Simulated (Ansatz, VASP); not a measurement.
**P in VASP and in Ansatz**

```
CELL_PARAMETERS angstrom
0.00000 2.73910 2.73910
2.73910 0.00000 2.73910
2.73910 2.73910 0.00000
ATOMIC_POSITIONS crystal
P 0.12500 0.12500 0.12500
P 0.87500 0.87500 0.87500
```

Alike in both runs: task relaxation of cell and atoms; functional LDA; k mesh 10 × 10 × 10; occupations fermi-dirac, width 0.1 eV; no spin polarisation.

|  | VASP | Ansatz |
| --- | --- | --- |
| version | VASP 6.6.1 | Ansatz 0.2.0 |
| potentials or method | VASP PAW LDA potentials, release 64 (P), cutoff 600 eV | plane waves (420 eV) with PAW, scalar-relativistic |
| valence electrons in the cell | 10 | 10 |

Ansatz gave:

| Item | Value |
| --- | --- |
| relaxed volume (Å³/atom) | 19.04 |
| relaxed cell length with the largest relative difference (Å) | 3.777 |

Question: Estimate VASP's values.

Answer: Relaxed volume (Å³/atom): 19.01; relaxed cell length with the largest relative difference (Å): 3.774.

Ansatz warns that its potentials were made for another functional, while VASP's fit it. LDA's correlation is that of Perdew and Zunger in VASP and of Perdew and Wang (1992) in Ansatz.
